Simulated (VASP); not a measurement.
# CO2 (P1) in VASP: further runs

The runs below take CO2 through single point, with PBEsol.

All numbers are computed with VASP 6.6.1; they aren't measurements. Logs are shortened: lines on timing, memory, paths and dates and some standing lists are left out, and cuts for length are marked.

### Step 1. The cell of the first run

The typed cell holds 6 atoms: a = 3.556 Å, b = 3.556 Å, c = 6.587 Å, α = 90.00°, β = 90.00°, γ = 84.34°.

### Step 2. Single point, PBEsol

INCAR reads:

```
SYSTEM = CO2
PREC = Accurate ; ENCUT = 520
EDIFF = 1E-7 ; ISMEAR = 1
SIGMA = 0.1 ; LREAL = .False.
LASPH = .True. ; NELM = 60
ALGO = Normal ; ISIF = 2
LWAVE = .False. ; LCHARG = .True.
GGA = PS ; LELF = .True.
LVHAR = .True. ; NBANDS = 25
```

KPOINTS reads:

```
Automatic mesh
0
Gamma
  2 2 1
  0 0 0
```

POSCAR reads:

```
CO2
1.0
    3.5563470000      0.0000000000      0.0000000000
    0.3510493974      3.5389784268      0.0000000000
    0.0000000000      0.0000000000      6.5871750000
C O
2 4
Direct
   -0.0371443834     -0.0051664627      0.0141757278
    0.5480339662      0.4698884253      0.5055929135
    0.7907221142      0.2312203979      0.9184829612
    0.1736302602      0.7799886485      0.1064627856
    0.6815199459      0.3191618778      0.3621792346
    0.3459524171      0.6961133138      0.5980337550
```

Potentials or basis: VASP PAW PBE potentials, release 64 (C, O).

Command:

```sh
$ cat potpaw_PBE.64/C/POTCAR potpaw_PBE.64/O/POTCAR > POTCAR
$ mpirun -np 1 vasp_std > vasp.out
```

OUTCAR:

```text
SYSTEM = CO2
   PREC = Accurate
   ENCUT = 520
   EDIFF = 1E-7
   ISMEAR = 1
   LREAL = .False.
   LASPH = .True.
   NELM = 60
   ISIF = 2
   GGA = PS

 ion  position               nearest neighbor table
   1  0.963  0.995  0.014-   3 1.17   4 1.18
   2  0.548  0.470  0.506-   5 1.16   6 1.19
   3  0.791  0.231  0.918-   1 1.17
   4  0.174  0.780  0.106-   1 1.18
   5  0.682  0.319  0.362-   2 1.16
   6  0.346  0.696  0.598-   2 1.19

  LATTYP: Found a base centered orthorhombic cell.
 ALAT       =     4.7747566458
 B/A-ratio  =     1.1041029151
 C/A-ratio  =     1.3795833984

  Lattice vectors:

 A1 = (  -0.3510493974,  -3.5389784268,   0.0000000000)
 A2 = (   3.5563470000,   0.0000000000,   0.0000000000)
 A3 = (   0.0000000000,   0.0000000000,   6.5871750000)

Analysis of symmetry for initial positions (statically):
=====================================================================
 Subroutine PRICEL returns:
 Original cell was already a primitive cell.

 Routine SETGRP: Setting up the symmetry group for a
 base centered orthorhombic supercell.

 Subroutine GETGRP returns: Found  1 space group operations
 (whereof  1 operations were pure point group operations)
 out of a pool of  8 trial point group operations.

The static configuration has the point symmetry C_1 .

Analysis of symmetry for dynamics (positions and initial velocities):
=====================================================================
 Subroutine PRICEL returns:
 Original cell was already a primitive cell.

 Routine SETGRP: Setting up the symmetry group for a
 base centered orthorhombic supercell.

 Subroutine GETGRP returns: Found  1 space group operations
 (whereof  1 operations were pure point group operations)
 out of a pool of  8 trial point group operations.

The dynamic configuration has the point symmetry C_1 .

 Subroutine INISYM returns: Found  1 space group operations
 (whereof  1 operations are pure point group operations),
 and found     1 'primitive' translations

[... 77 lines left out ...]
   LSORBIT =      F    spin-orbit coupling
   LASPH  =      T    aspherical Exc in radial PAW
   ENCUT  =  520.0 eV  38.22 Ry    6.18 a.u.   6.61  6.61 12.25*2*pi/ulx,y,z
   NELM   =     60;   NELMIN=  2; NELMDL= -5     # of ELM steps
   EDIFF  = 0.1E-06   stopping-criterion for ELM
   LREAL  =      F    real-space projection
   EDIFFG = 0.1E-05   stopping-criterion for IOM
   NSW    =      0    number of steps for IOM
   IBRION =     -1    ionic relax: 0-MD 1-quasi-New 2-CG
   NFREE  =      0    steps in history (QN), initial steepest desc. (CG)
   ISIF   =      2    stress and relaxation
   ISYM   =      2    0-nonsym 1-usesym 2-fastsym
   POTIM  = 0.5000    time-step for ionic-motion
   TEBEG  =    0.0;   TEEND  =   0.0 temperature during run
   PSTRESS=    0.0 pullay stress
   NELECT =      32.0000    total number of electrons
   NUPDOWN=      -1.0000    fix difference up-down
   EMIN   =  10.00;   EMAX   =-10.00  energy-range for DOS
   EFERMI =   0.00;   METHOD = LEGACY
   ISMEAR =     1;   SIGMA  =   0.10  broadening in eV -4-tet -1-fermi 0-gaus
   EFERMI_NEDOS =   21; number of points for ismear=-14 and -15
   IALGO  =     38    algorithm
   IMIX   =      4    mixing-type and parameters
     AMIX     =   0.40;   BMIX     =  1.00
     AMIX_MAG =   1.60;   BMIX_MAG =  1.00
  volume/ion in A,a.u.               =      13.82        93.25
  Fermi-wavevector in a.u.,A,eV,Ry     =   1.191967  2.252492 19.330974  1.420786
  Thomas-Fermi vector in A             =   2.328017
   LORBIT       =      0    0 simple, 1 ext, 2 COOP (PROOUT), +10 PAW based schemes
   GGA     = PS    functional components
   LHFCALC =     F    Hartree Fock is set to
   AEXX    =    0.0000 exact exchange contribution
   IVDW    =     0    specifies the selected vdW correction
   LEPSILON=     F    determine dielectric tensor
   LRPA    =     F    only Hartree local field effects (RPA)
 non-spin polarized calculation
 Methfessel and Paxton  Order N= 1 SIGMA  =   0.10
  energy-cutoff  :      520.00
  volume of cell :       82.91
 maximum number of plane-waves:      2237
 NGX is ok and might be reduce to    28
   NGX = 13   NGY = 13   NGZ = 25

 number of electron      32.0000001 magnetization

 Free energy of the ion-electron system (eV)
  ---------------------------------------------------
  ext. energy  EPLUGINS =         0.00000000
  ---------------------------------------------------
  free energy    TOTEN  =       -47.07883846 eV

  energy without entropy =      -47.08031787  energy(sigma->0) =      -47.07933160

 E-fermi :  -2.8145     XC(G=0):  -8.3344

 val. band max:       -2.8985954571   @ k =   0.5000   0.5000   0.0000
 cond. band min:       2.0802206264   @ k =   0.0000   0.0000   0.0000
 fundamental gap:      4.9788160835
 Fermi energy:        -2.8145340046

 k-point     1 :       0.0000    0.0000    0.0000
  band No.  band energies     occupation
      1     -23.9399      2.00000
      2     -23.5669      2.00000
      3     -22.4381      2.00000
      4     -22.3068      2.00000
      5      -8.5420      2.00000
      6      -8.2323      2.00000
[... 101 lines left out ...]
     24      10.5438      0.00000
     25      10.9756      0.00000

------------------------ aborting loop because EDIFF is reached ----------------------------------------

  FORCE on cell =-STRESS in cart. coord.  units (eV):
  Direction    XX          YY          ZZ          XY          YZ          ZX
  --------------------------------------------------------------------------------------
  -------------------------------------------------------------------------------------
  Total        0.0142916     -0.2320639      0.9242625      0.5885904      1.1996967     -0.8571960
  in kB        0.2761905     -4.4847366     17.8617772     11.3747662     23.1846644    -16.5656878
  external PRESSURE =       4.5510770 kB  Pullay stress =       0.0000000 kB

 VOLUME and BASIS-vectors are now :
 -----------------------------------------------------------------------------
  energy-cutoff  :      520.00
  volume of cell :       82.91
      direct lattice vectors                 reciprocal lattice vectors
     3.556347000  0.000000000  0.000000000     0.281187409 -0.027892419  0.000000000
     0.351049397  3.538978427  0.000000000     0.000000000  0.282567419  0.000000000
     0.000000000  0.000000000  6.587175000     0.000000000  0.000000000  0.151810146

 POSITION                                       TOTAL-FORCE (eV/Angst)
 -----------------------------------------------------------------------------------
      3.77348      3.52069      0.09338         1.442171     -0.158916      0.325962
      2.11395      1.66293      3.33043        -2.320864      2.841269     -0.692393
      2.89325      0.81828      6.05021        -0.402229     -0.505171     -0.024412
      0.89130      2.76036      0.70129        -0.952553      0.610086     -0.484467
      2.53576      1.12951      2.38574         1.227641     -1.493471      0.193371
      1.47470      2.46353      3.93935         1.005833     -1.293796      0.681940
 -----------------------------------------------------------------------------------
    total drift:                               -0.000462      0.000512      0.000096

  FREE ENERGIE OF THE ION-ELECTRON SYSTEM (eV)
  ---------------------------------------------------
  free  energy   TOTEN  =       -47.0788384636 eV

  energy  without entropy=      -47.0803178736  energy(sigma->0) =      -47.07933160
```

OSZICAR:

```text
N       E                     dE             d eps       ncg     rms          rms(c)
DAV:   1     0.168858159354E+03    0.16886E+03   -0.16671E+04   200   0.117E+03
DAV:   2    -0.384736119885E+02   -0.20733E+03   -0.19556E+03   253   0.268E+02
DAV:   3    -0.499155102506E+02   -0.11442E+02   -0.11373E+02   238   0.660E+01
DAV:   4    -0.500177722157E+02   -0.10226E+00   -0.10217E+00   264   0.707E+00
DAV:   5    -0.500190956091E+02   -0.13234E-02   -0.13228E-02   263   0.786E-01    0.130E+01
DAV:   6    -0.473521872260E+02    0.26669E+01   -0.67365E+00   256   0.187E+01    0.613E+00
DAV:   7    -0.471483371893E+02    0.20385E+00   -0.39924E-01   255   0.461E+00    0.338E+00
DAV:   8    -0.470830668089E+02    0.65270E-01   -0.26594E-01   248   0.325E+00    0.679E-01
DAV:   9    -0.470784919278E+02    0.45749E-02   -0.15826E-02   240   0.937E-01    0.283E-01
DAV:  10    -0.470786520037E+02   -0.16008E-03   -0.48704E-03   247   0.446E-01    0.594E-02
DAV:  11    -0.470787687126E+02   -0.11671E-03   -0.15929E-04   232   0.103E-01    0.315E-02
DAV:  12    -0.470788370123E+02   -0.68300E-04   -0.64760E-05   238   0.735E-02    0.719E-03
DAV:  13    -0.470788385780E+02   -0.15657E-05   -0.12906E-05   248   0.306E-02    0.422E-03
DAV:  14    -0.470788385256E+02    0.52376E-07   -0.15272E-06   255   0.119E-02    0.207E-03
DAV:  15    -0.470788384636E+02    0.62002E-07   -0.41029E-07   248   0.705E-03
   1 F= -.47078838E+02 E0= -.47079332E+02  d E =0.147941E-02
```

It took 19 s on 1 thread of Intel Xeon Platinum 8259CL at 2.50GHz (Skylake/Cascade Lake), shared host; peak memory 0.17 GiB.

Results:

```
Free energy            : -47.0788 eV
Pressure               : 0.5 GPa
Largest force          : 3.733 eV/Å
Band gap on the k mesh : 4.98 eV, indirect (least direct gap 5.55 eV)
```

Forces on the atoms (eV/Å):
```
C    1.442 -0.159  0.326
C   -2.321  2.841 -0.692
O   -0.402 -0.505 -0.024
O   -0.953  0.610 -0.484
O    1.228 -1.493  0.193
O    1.006 -1.294  0.682
```

Stress tensor (GPa, compression positive):
```
 0.03  1.14 -1.66
 1.14 -0.45  2.32
-1.66  2.32  1.79
```

Caveat: the k points lie up to 0.95 Å⁻¹ apart; the PAW data sets were made with another functional, which shifts forces and pressure a little. A k mesh can miss the band edges.

### Step 3. Single point, PBEsol

INCAR reads:

```
SYSTEM = CO2
  PREC = Accurate
  ENCUT = 520
  EDIFF = 1E-6
  ISMEAR = 1
  SIGMA = 0.1
  LREAL = .FALSE.
  LASPH = .TRUE.
  NELM = 100
  ALGO = Normal
  ISIF = 2
  LWAVE = .FALSE.
  LCHARG = .FALSE.
  GGA = PS
  NBANDS = 25
```

KPOINTS reads:

```
Automatic mesh
0
G
  2 2 1
  0 0 0
```

POSCAR reads:

```
CO2
1.0
    3.5563470000      0.0000000000      0.0000000000
    0.3510493974      3.5389784268      0.0000000000
    0.0000000000      0.0000000000      6.5871750000
C O
2 4
Direct
   -0.0422958437     -0.0024563586      0.0193553382
    0.5462396640      0.4814171760      0.4963176172
    0.7797525002      0.2438048205      0.9292784843
    0.1619309309      0.7680611951      0.1062318824
    0.6827415905      0.3176846153      0.3553236403
    0.3726145193      0.6862437990      0.5973996440
```

Potentials or basis: VASP PAW PBE potentials, release 64 (C, O).

Command:

```sh
$ cat potpaw_PBE.64/C/POTCAR potpaw_PBE.64/O/POTCAR > POTCAR
$ mpirun -np 1 vasp_std > vasp.out
```

Wall time 16 s (1 thread of Intel Xeon Platinum 8259CL at 2.50GHz (Skylake/Cascade Lake), shared host); peak memory 0.17 GiB.

Results (log left out):

| Item | Value |
| --- | --- |
| Free energy | -47.1055 eV |
| Pressure | 4.0 GPa |
| Largest force | 5.847 eV/Å |
| Band gap on the k mesh | 5.50 eV, indirect (least direct gap 6.19 eV) |

Forces in eV/Å, atoms in the order of the input:
```
C    0.644  0.501 -0.223
C    1.667 -2.337 -4.788
O    0.308 -1.527  0.502
O   -0.856  0.988 -0.547
O    0.664 -0.827  0.809
O   -2.428  3.202  4.247
```

Stress tensor (GPa, compression positive):
```
 3.04 -1.84 -5.64
-1.84  3.63  8.11
-5.64  8.11  5.24
```

Levels at points of the mesh, in eV from the valence-band top:
```
           k point  band 12  band 13  band 14  band 15  band 16  band 17  band 18  band 19  band 20  band 21
(0.00, 0.00, 0.00)    -3.24    -1.34    -1.13    -0.99    -0.69     5.50     6.55     7.47     7.73     8.04
(0.50, 0.00, 0.00)    -3.41    -1.20    -1.11    -0.80    -0.32     6.51     7.19     7.77     8.03     9.52
(0.00, 0.50, 0.00)    -3.63    -0.99    -0.83    -0.58    -0.20     6.51     7.15     7.96     8.16     9.48
(0.50, 0.50, 0.00)    -3.67    -1.24    -1.06    -0.55     0.00     6.87     8.01     8.33     8.49    10.38
```

Caveat: the k points lie up to 0.95 Å⁻¹ apart; the PAW data sets were made with another functional, which shifts forces and pressure a little.
